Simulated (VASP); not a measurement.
Input of a VASP 6.6.1 run:

File INCAR:

```
SYSTEM = ZnS
PREC = Accurate ; ENCUT = 500
EDIFF = 1E-6 ; ISMEAR = 0
SIGMA = 0.02 ; LREAL = .False.
LASPH = .True. ; NELM = 120
ALGO = Normal ; ISIF = 2
LWAVE = .False. ; LCHARG = .True.
GGA = RP ; LELF = .True.
LVHAR = .True. ; NBANDS = 16
GGA_COMPAT = .False.
```

Contents of KPOINTS:

```
Automatic mesh
0
Gamma
  10 10 10
  0 0 0
```

The input POSCAR:

```
ZnS
1.0
    0.0000000000      2.7557536109      2.7557536109
    2.7557536109      0.0000000000      2.7557536109
    2.7557536109      2.7557536109      0.0000000000
Zn S
1 1
Direct
    0.0000000000      0.0000000000      0.0000000000
    0.7500000000      0.7500000000      0.7500000000
```

Potentials or basis: VASP PAW PBE potentials, release 64 (Zn, S).

Launch:

```sh
$ cat potpaw_PBE.64/Zn/POTCAR potpaw_PBE.64/S/POTCAR > POTCAR
$ mpirun -np 1 vasp_std > vasp.out
```

Problem. Estimate the band gap on the k mesh.

Solution. 2.03 eV, direct.

Problem. Predict the pressure.

Solution. 0.1 GPa.

Caveat: the PAW data sets were made with another functional, which shifts forces and pressure a little.
